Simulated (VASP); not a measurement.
# In2O3 (R-3c) in VASP: notebook

Aim: see how the results for In2O3 move with the level of theory and the settings. Levels: PBE, r2SCAN. Tasks: single point.

Program: VASP 6.6.1. These are calculated values, not measurements. Logs are shortened: lines on timing, memory, paths and dates and some standing lists are left out, and cuts for length are marked.

### 1 The cell of the first run

Symmetry: R-3c, No. 167, trigonal system. Conventional cell: a = 5.576 Å, b = 5.576 Å, c = 14.756 Å, α = 90.00°, β = 90.00°, γ = 120.00°. In (site symmetry 3) has 6 O at 2.16 to 2.29 Å within 2.9 Å. O (site symmetry 2) has 4 In at 2.16 to 2.29 Å and 4 O at 2.86 to 2.98 Å within 3.0 Å.

### 2 Single point, PBE

INCAR reads:

```
ALGO     = Normal         # electronic algorithm
EDIFF    = 1E-6           # SCF threshold, eV
ENCUT    = 520            # plane-wave cutoff, eV
GGA      = PE             # functional
ISIF     = 2              # what is computed and relaxed
ISMEAR   = 0              # smearing method
LASPH    = T              # aspherical terms in the spheres
LCHARG   = T              # write CHGCAR
LELF     = T              # ELF
LREAL    = F              # projectors in reciprocal space
LVHAR    = T            
LWAVE    = F              # write WAVECAR
NBANDS   = 55             # bands
NELM     = 100            # most SCF steps
PREC     = Accurate       # precision mode
SIGMA    = 0.01           # smearing width, eV
```

KPOINTS reads:

```
k-points
0
Gamma
  4 4 4
```

POSCAR reads:

```
In2O3
1.0
    2.7878240994      1.6095509942      4.9187383484
   -2.7878240994      1.6095509942      4.9187383484
    0.0000000000     -3.2191019885      4.9187383484
In O
4 6
Direct
    0.8572457911      0.8572457911      0.8572457911
    0.3572457911      0.3572457911      0.3572457911
    0.1427542089      0.1427542089      0.1427542089
    0.6427542089      0.6427542089      0.6427542089
    0.4535242898      0.0464757102      0.7500000000
    0.0464757102      0.7500000000      0.4535242898
    0.5464757102      0.9535242898      0.2500000000
    0.2500000000      0.5464757102      0.9535242898
    0.9535242898      0.2500000000      0.5464757102
    0.7500000000      0.4535242898      0.0464757102
```

Potentials or basis: VASP PAW PBE potentials, release 64 (In_d, O).

On the command line:

```console
> cat potpaw_PBE.64/In_d/POTCAR potpaw_PBE.64/O/POTCAR > POTCAR
> mpirun -np 1 vasp_std > vasp.out
```

OUTCAR:

```text
EDIFF = 1E-6
   ENCUT = 520
   GGA = PE
   ISIF = 2
   ISMEAR = 0
   LASPH = T
   LREAL = F
   NELM = 100
   PREC = Accurate

 ion  position               nearest neighbor table
   1  0.857  0.857  0.857-   9 2.16   7 2.16   8 2.16  10 2.29   5 2.29   6 2.29   4 3.17   3 3.30
                             3 3.30   3 3.30   4 3.67   4 3.67   4 3.67
   2  0.357  0.357  0.357-  10 2.16   5 2.16   6 2.16   9 2.29   7 2.29   8 2.29   3 3.17   4 3.30
                             4 3.30   4 3.30   3 3.67   3 3.67   3 3.67
   3  0.143  0.143  0.143-   6 2.16   5 2.16  10 2.16   8 2.29   7 2.29   9 2.29   2 3.17   1 3.30
                             1 3.30   1 3.30   2 3.67   2 3.67   2 3.67
   4  0.643  0.643  0.643-   8 2.16   7 2.16   9 2.16   6 2.29   5 2.29  10 2.29   1 3.17   2 3.30
                             2 3.30   2 3.30   1 3.67   1 3.67   1 3.67
   5  0.454  0.046  0.750-   2 2.16   3 2.16   1 2.29   4 2.29
   6  0.046  0.750  0.454-   3 2.16   2 2.16   4 2.29   1 2.29
   7  0.546  0.954  0.250-   1 2.16   4 2.16   3 2.29   2 2.29
   8  0.250  0.546  0.954-   4 2.16   1 2.16   3 2.29   2 2.29
   9  0.954  0.250  0.546-   1 2.16   4 2.16   2 2.29   3 2.29
  10  0.750  0.454  0.046-   2 2.16   3 2.16   1 2.29   4 2.29

  LATTYP: Found a trigonal (rhomboedric) cell.
 ALAT       =     5.8784865869
 COS(alpha) =     0.5501894176

  Lattice vectors:

 A1 = (   2.7878240994,   1.6095509942,   4.9187383484)
 A2 = (  -2.7878240994,   1.6095509942,   4.9187383484)
 A3 = (   0.0000000000,  -3.2191019885,   4.9187383484)

Analysis of symmetry for initial positions (statically):
=====================================================================
 Subroutine PRICEL returns:
 Original cell was already a primitive cell.

 Routine SETGRP: Setting up the symmetry group for a
 trigonal (rhombohedral) supercell.

 Subroutine GETGRP returns: Found 12 space group operations
 (whereof  6 operations were pure point group operations)
 out of a pool of 12 trial point group operations.

The static configuration has the point symmetry S_6 .
 The point group associated with its full space group is D_3d.

Analysis of symmetry for dynamics (positions and initial velocities):
=====================================================================
 Subroutine PRICEL returns:
 Original cell was already a primitive cell.

 Routine SETGRP: Setting up the symmetry group for a
 trigonal (rhombohedral) supercell.

 Subroutine GETGRP returns: Found 12 space group operations
 (whereof  6 operations were pure point group operations)
[... 117 lines left out ...]
   PSTRESS=    0.0 pullay stress
   NELECT =      88.0000    total number of electrons
   NUPDOWN=      -1.0000    fix difference up-down
   EMIN   =  10.00;   EMAX   =-10.00  energy-range for DOS
   EFERMI =   0.00;   METHOD = LEGACY
   ISMEAR =     0;   SIGMA  =   0.01  broadening in eV -4-tet -1-fermi 0-gaus
   EFERMI_NEDOS =   21; number of points for ismear=-14 and -15
   IALGO  =     38    algorithm
   IMIX   =      4    mixing-type and parameters
     AMIX     =   0.40;   BMIX     =  1.00
     AMIX_MAG =   1.60;   BMIX_MAG =  1.00
  volume/ion in A,a.u.               =      13.24        89.37
  Fermi-wavevector in a.u.,A,eV,Ry     =   1.428600  2.699663 27.768109  2.040898
  Thomas-Fermi vector in A             =   2.548644
   LORBIT       =      0    0 simple, 1 ext, 2 COOP (PROOUT), +10 PAW based schemes
   GGA     = PE    functional components
   LHFCALC =     F    Hartree Fock is set to
   AEXX    =    0.0000 exact exchange contribution
   IVDW    =     0    specifies the selected vdW correction
   LEPSILON=     F    determine dielectric tensor
   LRPA    =     F    only Hartree local field effects (RPA)
 non-spin polarized calculation
 Gauss-broadening in eV      SIGMA  =   0.01
  energy-cutoff  :      520.00
  volume of cell :      132.43
 maximum number of plane-waves:      3588
 NGX is ok and might be reduce to    48
   NGX = 21   NGY = 21   NGZ = 21

 number of electron      88.0000007 magnetization

 Free energy of the ion-electron system (eV)
  ---------------------------------------------------
  ext. energy  EPLUGINS =         0.00000000
  ---------------------------------------------------
  free energy    TOTEN  =       -55.47276547 eV

  energy without entropy =      -55.47276547  energy(sigma->0) =      -55.47276547

 E-fermi :   5.1133     XC(G=0): -10.9758

 val. band max:        5.0557805827   @ k =   0.2500   0.0000   0.0000
 cond. band min:       6.0212139149   @ k =   0.0000   0.0000   0.0000
 fundamental gap:      0.9654333322
 Fermi energy:         5.1133280568

 k-point     1 :       0.0000    0.0000    0.0000
  band No.  band energies     occupation
      1     -12.2824      2.00000
      2     -11.4806      2.00000
      3     -11.4806      2.00000
      4     -11.2850      2.00000
      5     -11.2850      2.00000
      6     -11.2053      2.00000
[... 743 lines left out ...]
     54      14.5382      0.00000
     55      16.4946      0.00000

------------------------ aborting loop because EDIFF is reached ----------------------------------------

  FORCE on cell =-STRESS in cart. coord.  units (eV):
  Direction    XX          YY          ZZ          XY          YZ          ZX
  --------------------------------------------------------------------------------------
  -------------------------------------------------------------------------------------
  Total        0.3502594      0.3502594      0.2138311     -0.0000000     -0.0000000     -0.0000000
  in kB        4.2376525      4.2376525      2.5870593     -0.0000000     -0.0000000     -0.0000000
  external PRESSURE =       3.6874548 kB  Pullay stress =       0.0000000 kB

 VOLUME and BASIS-vectors are now :
 -----------------------------------------------------------------------------
  energy-cutoff  :      520.00
  volume of cell :      132.43
      direct lattice vectors                 reciprocal lattice vectors
     2.787824099  1.609550994  4.918738348     0.179351344  0.103548547  0.067768055
    -2.787824099  1.609550994  4.918738348    -0.179351344  0.103548547  0.067768055
     0.000000000 -3.219101988  4.918738348     0.000000000 -0.207097094  0.067768055

 POSITION                                       TOTAL-FORCE (eV/Angst)
 -----------------------------------------------------------------------------------
      0.00000     -0.00000     12.64970        -0.000000      0.000000     -0.017529
      0.00000     -0.00000      5.27160        -0.000000      0.000000     -0.017529
      0.00000     -0.00000      2.10651        -0.000000     -0.000000      0.017529
      0.00000     -0.00000      9.48462        -0.000000     -0.000000      0.017529
      1.13478     -1.60955      6.14842         0.007166      0.000000     -0.000000
     -1.96130     -0.17797      6.14842        -0.003583     -0.006206     -0.000000
     -1.13478      1.60955      8.60779        -0.007166      0.000000     -0.000000
     -0.82652     -1.78752      8.60779         0.003583     -0.006206     -0.000000
      1.96130      0.17797      8.60779         0.003583      0.006206     -0.000000
      0.82652      1.78752      6.14842        -0.003583      0.006206     -0.000000
 -----------------------------------------------------------------------------------
    total drift:                               -0.000000     -0.000000      0.000000

  FREE ENERGIE OF THE ION-ELECTRON SYSTEM (eV)
  ---------------------------------------------------
  free  energy   TOTEN  =       -55.4727654660 eV

  energy  without entropy=      -55.4727654660  energy(sigma->0) =      -55.47276547
```

stdout:

```text
POSCAR found type information on POSCAR InO
 POSCAR found :  2 types and      10 ions
 scaLAPACK will be used
 LDA part: xc-table for (Slater+PW92), standard interpolation
 POSCAR, INCAR and KPOINTS ok, starting setup
 FFT: planning ... GRIDC
 FFT: planning ... GRID_SOFT
 FFT: planning ... GRID
 WAVECAR not read
 entering main loop
```

Run time: 67 s. Hardware: 1 thread of Intel Xeon 6975P-C (Granite Rapids), shared host; peak memory 0.34 GiB.

Results:

```
Free energy            : -55.4728 eV
Pressure               : 0.4 GPa
Largest force          : 0.018 eV/Å
Band gap on the k mesh : 0.97 eV (least direct gap 1.03 eV)
```

Forces on the atoms (eV/Å):
```
In   0.000  0.000 -0.018
In   0.000  0.000 -0.018
In   0.000  0.000  0.018
In   0.000  0.000  0.018
O    0.007  0.000  0.000
O   -0.004 -0.006  0.000
O   -0.007  0.000  0.000
O    0.004 -0.006  0.000
O    0.004  0.006  0.000
O   -0.004  0.006  0.000
```

Stress tensor (GPa, compression positive):
```
0.42 0.00 0.00
0.00 0.42 0.00
0.00 0.00 0.26
```

Caveat: spin-orbit coupling is left out, which moves the levels of the heavy elements. A k mesh can miss the band edges.

### 3 Single point, PBE (13.64 Å³/atom)

This run uses another cell than the first one, of 13.64 Å³/atom.

INCAR reads:

```
  ALGO = Normal
  EDIFF = 1E-7
  ENCUT = 520
  GGA = PE
  ISIF = 2
  ISMEAR = 0
  LASPH = True
  LCHARG = False
  LREAL = False
  LWAVE = False
  NBANDS = 55
  NELM = 100
  PREC = Accurate
  SIGMA = 0.01
```

KPOINTS is that of step 2.

POSCAR, as its differences from that of step 2:

```diff
@@ -2,5 +2,5 @@
 1.0
-    2.7878240994      1.6095509942      4.9187383484
-   -2.7878240994      1.6095509942      4.9187383484
-    0.0000000000     -3.2191019885      4.9187383484
+    2.8154281134      1.6254881792      4.9674418956
+   -2.8154281134      1.6254881792      4.9674418956
+    0.0000000000     -3.2509763584      4.9674418956
 In O
```

Potentials or basis: VASP PAW PBE potentials, release 64 (In_d, O).

On the command line:

```console
> cat potpaw_PBE.64/In_d/POTCAR potpaw_PBE.64/O/POTCAR > POTCAR
> mpirun -np 1 vasp_std > vasp.out
```

OUTCAR:

```text
EDIFF = 1E-7
   ENCUT = 520
   GGA = PE
   ISIF = 2
   ISMEAR = 0
   LASPH = True
   LREAL = False
   NELM = 100
   PREC = Accurate

 ion  position               nearest neighbor table
   1  0.857  0.857  0.857-   8 2.18   7 2.18   9 2.18   5 2.31   6 2.31  10 2.31   4 3.20   3 3.33
                             3 3.33   3 3.33   4 3.70   4 3.70   4 3.70
   2  0.357  0.357  0.357-   6 2.18   5 2.18  10 2.18   7 2.31   9 2.31   8 2.31   3 3.20   4 3.33
                             4 3.33   4 3.33   3 3.70   3 3.70   3 3.70
   3  0.143  0.143  0.143-  10 2.18   5 2.18   6 2.18   7 2.31   9 2.31   8 2.31   2 3.20   1 3.33
[... 971 lines left out ...]

 VOLUME and BASIS-vectors are now :
 -----------------------------------------------------------------------------
  energy-cutoff  :      520.00
  volume of cell :      136.40
      direct lattice vectors                 reciprocal lattice vectors
     2.815428113  1.625488179  4.967441896     0.177592885  0.102533300  0.067103620
    -2.815428113  1.625488179  4.967441896    -0.177592885  0.102533300  0.067103620
     0.000000000 -3.250976358  4.967441896     0.000000000 -0.205066599  0.067103620

 POSITION                                       TOTAL-FORCE (eV/Angst)
 -----------------------------------------------------------------------------------
      0.00000      0.00000     12.77496         0.000000      0.000000     -0.065011
      0.00000      0.00000      5.32379         0.000000      0.000000     -0.065011
      0.00000      0.00000      2.12737         0.000000      0.000000      0.065011
      0.00000      0.00000      9.57853         0.000000      0.000000      0.065011
      1.14602     -1.62549      6.20930         0.003349      0.000000     -0.000000
     -1.98072     -0.17973      6.20930        -0.001675     -0.002901      0.000000
     -1.14602      1.62549      8.69302        -0.003349      0.000000     -0.000000
     -0.83471     -1.80522      8.69302         0.001675     -0.002901      0.000000
      1.98072      0.17973      8.69302         0.001675      0.002901      0.000000
      0.83471      1.80522      6.20930        -0.001675      0.002901      0.000000
 -----------------------------------------------------------------------------------
    total drift:                               -0.000000     -0.000000      0.000000

  FREE ENERGIE OF THE ION-ELECTRON SYSTEM (eV)
  ---------------------------------------------------
  free  energy   TOTEN  =       -55.4319665875 eV

  energy  without entropy=      -55.4319665875  energy(sigma->0) =      -55.43196659
```

OSZICAR:

```text
N       E                     dE             d eps       ncg     rms          rms(c)
DAV:   1     0.125387786958E+04    0.12539E+04   -0.41121E+04  1473   0.227E+03
DAV:   2     0.196779125587E+03   -0.10571E+04   -0.10071E+04  1499   0.639E+02
DAV:   3    -0.446338063765E+02   -0.24141E+03   -0.23360E+03  1614   0.269E+02
DAV:   4    -0.649993838295E+02   -0.20366E+02   -0.20194E+02  1916   0.833E+01
DAV:   5    -0.653985561656E+02   -0.39917E+00   -0.39865E+00  1751   0.127E+01    0.216E+01
DAV:   6    -0.554641843723E+02    0.99344E+01   -0.39470E+01  2148   0.578E+01    0.176E+01
DAV:   7    -0.554977561961E+02   -0.33572E-01   -0.34825E+00  1752   0.112E+01    0.422E+00
DAV:   8    -0.554480075775E+02    0.49749E-01   -0.29190E-01  2188   0.319E+00    0.271E+00
DAV:   9    -0.554331933413E+02    0.14814E-01   -0.68108E-02  2116   0.275E+00    0.481E-01
DAV:  10    -0.554312861324E+02    0.19072E-02   -0.20532E-02  2021   0.135E+00    0.998E-02
DAV:  11    -0.554318589640E+02   -0.57283E-03   -0.18282E-03  1764   0.279E-01    0.961E-02
DAV:  12    -0.554319665238E+02   -0.10756E-03   -0.16903E-04  1814   0.693E-02    0.231E-02
DAV:  13    -0.554319653128E+02    0.12110E-05   -0.16135E-05  2236   0.232E-02    0.218E-02
DAV:  14    -0.554319665798E+02   -0.12670E-05   -0.19757E-06  1804   0.103E-02    0.418E-03
DAV:  15    -0.554319665875E+02   -0.76361E-08   -0.39989E-07  1428   0.449E-03
   1 F= -.55431967E+02 E0= -.55431967E+02  d E =-.231285E-20
```

stdout:

```text
POSCAR found type information on POSCAR InO
 POSCAR found :  2 types and      10 ions
 scaLAPACK will be used
 LDA part: xc-table for (Slater+PW92), standard interpolation
 POSCAR, INCAR and KPOINTS ok, starting setup
 FFT: planning ... GRIDC
 FFT: planning ... GRID_SOFT
 FFT: planning ... GRID
 WAVECAR not read
 entering main loop
```

Run time: 71 s. Hardware: 1 thread of Intel Xeon 6975P-C (Granite Rapids), shared host; peak memory 0.34 GiB.

Results:

```yaml
Free_energy: -55.4320 eV
Pressure: -3.9 GPa
Largest_force: 0.065 eV/Å
Band_gap_on_the_k_mesh: 0.77 eV (least direct gap 0.86 eV)
```

Forces on the atoms (eV/Å):
```
In   0.000  0.000 -0.065
In   0.000  0.000 -0.065
In   0.000  0.000  0.065
In   0.000  0.000  0.065
O    0.003  0.000  0.000
O   -0.002 -0.003  0.000
O   -0.003  0.000  0.000
O    0.002 -0.003  0.000
O    0.002  0.003  0.000
O   -0.002  0.003  0.000
```

Levels at points of the mesh, in eV from the valence-band top:
| k point | band 40 | band 41 | band 42 | band 43 | band 44 | band 45 | band 46 | band 47 | band 48 | band 49 |
| --- | --- | --- | --- | --- | --- | --- | --- | --- | --- | --- |
| (0.00, 0.00, 0.00) | -0.32 | -0.23 | -0.23 | -0.09 | -0.09 | 0.77 | 5.17 | 5.59 | 6.71 | 8.56 |
| (0.50, 0.00, 0.00) | -0.79 | -0.70 | -0.70 | -0.06 | -0.06 | 4.41 | 4.41 | 5.32 | 5.32 | 8.01 |
| (0.50, 0.50, 0.00) | -0.75 | -0.50 | -0.35 | -0.10 | -0.04 | 4.57 | 4.97 | 5.79 | 5.98 | 6.95 |
| (0.50, 0.50, 0.50) | -0.99 | -0.18 | -0.18 | -0.18 | -0.18 | 3.90 | 3.90 | 6.44 | 6.44 | 7.94 |

Caveat: the cell stands under tension; spin-orbit coupling is left out, which moves the levels of the heavy elements. A k mesh can miss the band edges.

### 4 Single point, PBE (14.04 Å³/atom)

This run uses another cell than the first one, of 14.04 Å³/atom.

INCAR reads:

```
SYSTEM = In2O3
PREC = Accurate
ENCUT = 520
EDIFF = 1E-6
ISMEAR = 0
SIGMA = 0.01
LREAL = .False.
LASPH = .True.
NELM = 100
ALGO = Normal
ISIF = 2
LWAVE = .False.
LCHARG = .True.
GGA = PE
LELF = .True.
LVHAR = .True.
NBANDS = 55
```

KPOINTS reads:

```
Automatic mesh
0
Gamma
  4 4 4
  0 0 0
```

POSCAR, as its differences from that of step 3:

```diff
@@ -2,5 +2,5 @@
 1.0
-    2.8154281134      1.6254881792      4.9674418956
-   -2.8154281134      1.6254881792      4.9674418956
-    0.0000000000     -3.2509763584      4.9674418956
+    2.8425011984      1.6411188321      5.0152086902
+   -2.8425011984      1.6411188321      5.0152086902
+    0.0000000000     -3.2822376642      5.0152086902
 In O
```

On the command line:

```console
> cat potpaw_PBE.64/In_d/POTCAR potpaw_PBE.64/O/POTCAR > POTCAR
> mpirun -np 1 vasp_std > vasp.out
```

Wall time 71 s (1 thread of Intel Xeon 6975P-C (Granite Rapids), shared host); peak memory 0.35 GiB.

Results (log left out):

* Free energy: -55.2930 eV
* Pressure: -7.6 GPa
* Largest force: 0.105 eV/Å
* Band gap on the k mesh: 0.58 eV (least direct gap 0.70 eV)

Forces on the atoms (eV/Å):
```
In   0.000  0.000 -0.105
In   0.000  0.000 -0.105
In   0.000  0.000  0.105
In   0.000  0.000  0.105
O    0.000  0.000  0.000
O    0.000  0.000  0.000
O    0.000  0.000  0.000
O    0.000  0.000  0.000
O    0.000  0.000  0.000
O    0.000  0.000  0.000
```

Stress tensor (GPa, compression positive):
```
-7.91  0.00  0.00
 0.00 -7.91  0.00
 0.00  0.00 -6.89
```

Levels at points of the mesh, in eV from the valence-band top:
```tsv
k point	band 41	band 42	band 43	band 44	band 45	band 46	band 47	band 48
(0.00, 0.00, 0.00)	-0.21	-0.21	-0.11	-0.11	0.58	5.01	5.34	6.48
(0.50, 0.00, 0.00)	-0.68	-0.68	-0.06	-0.06	4.21	4.21	5.10	5.10
(0.50, 0.50, 0.00)	-0.49	-0.36	-0.11	-0.05	4.34	4.76	5.54	5.75
(0.50, 0.50, 0.50)	-0.18	-0.18	-0.18	-0.18	3.72	3.72	6.16	6.16
```

Caveat: the cell stands under tension; spin-orbit coupling is left out, which moves the levels of the heavy elements.

(Continued in part 2 of 2.)
